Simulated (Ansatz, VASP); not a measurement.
This is a calculation of Ag for Ansatz 0.2.0.

input.yaml

```yaml
crystal:
  lattice:
    - [0.0, 2.0696313722, 2.0696313722]
    - [2.0696313722, 0.0, 2.0696313722]
    - [2.0696313722, 2.0696313722, 0.0]
  atoms:
    - { symbol: Ag, position: [0.0, 0.0, 0.0] }
hamiltonian:
  xc: hf
  pseudopotentials: { kind: paw }
kpoints:
  mp_grid: { grid: [6, 6, 6] }
scf:
  occupations: { method: fermi_dirac, width: 0.05 }
output:
  forces: true
  stress: true
  eigenvalues: true
```

Potentials or basis: Ansatz PAW.

The run is started by

```sh
$ ansatz run input.yaml --threads 2 --pin off --max-ram 5632MiB --backend cpu --events-out ev --progress --plain --runs-dir out
```

Set up the same calculation for VASP 6.6.1. Potentials there: VASP PAW PBE potentials, release 64 (Ag).

As run (the cutoff follows the program's own potentials):

Contents of POSCAR:

```
Ag
1.0
    0.0000000000      2.0696313722      2.0696313722
    2.0696313722      0.0000000000      2.0696313722
    2.0696313722      2.0696313722      0.0000000000
Ag
1
Direct
    0.0000000000      0.0000000000      0.0000000000
```

File INCAR.step1:

```
  PREC = Accurate
  ENCUT = 520
  EDIFF = 1E-5
  ISMEAR = -1
  SIGMA = 0.05
  LREAL = False
  LASPH = True
  NELM = 100
  ALGO = Normal
  ISIF = 2
  LWAVE = True
  LCHARG = False
  NBANDS = 12
  GGA = PE
```

File INCAR.step2:

```
  PREC = Accurate
  ENCUT = 520
  EDIFF = 1E-7
  ISMEAR = -1
  SIGMA = 0.05
  LREAL = False
  LASPH = True
  NELM = 100
  ALGO = Normal
  ISIF = 2
  LWAVE = False
  LCHARG = False
  GGA = PE
  LHFCALC = True
  AEXX = 1.0
  ALDAC = 0.0
  AGGAC = 0.0
  PRECFOCK = Normal
  NBANDS = 12
  ISTART = 1
```

Contents of KPOINTS:

```
Automatic mesh
0
Gamma
  6 6 6
```

Potentials or basis: VASP PAW PBE potentials, release 64 (Ag).

Run with:

```sh
$ cat potpaw_PBE.64/Ag/POTCAR > POTCAR
$ cp INCAR.step1 INCAR
$ mpirun -np 1 vasp_std > vasp.out
$ cp INCAR.step2 INCAR
$ mpirun -np 1 vasp_std > vasp.out
```

Both were run:

|  | VASP | Ansatz | Ansatz less VASP |
| --- | --- | --- | --- |
| gap on the k mesh at the Fermi level (eV) | none | none | - |
| pressure (GPa) | 15.8 | 16.5 | +0.70 |

VASP's potentials were made for PBE, not for HF. A gap of «none» marks a metal or a gap that the smearing closes. VASP's potentials hold 11 valence electrons a cell and Ansatz's 19, so a difference there can come from the potentials and not from the codes.

The k mesh is coarse, so the values compare programs but aren't converged.
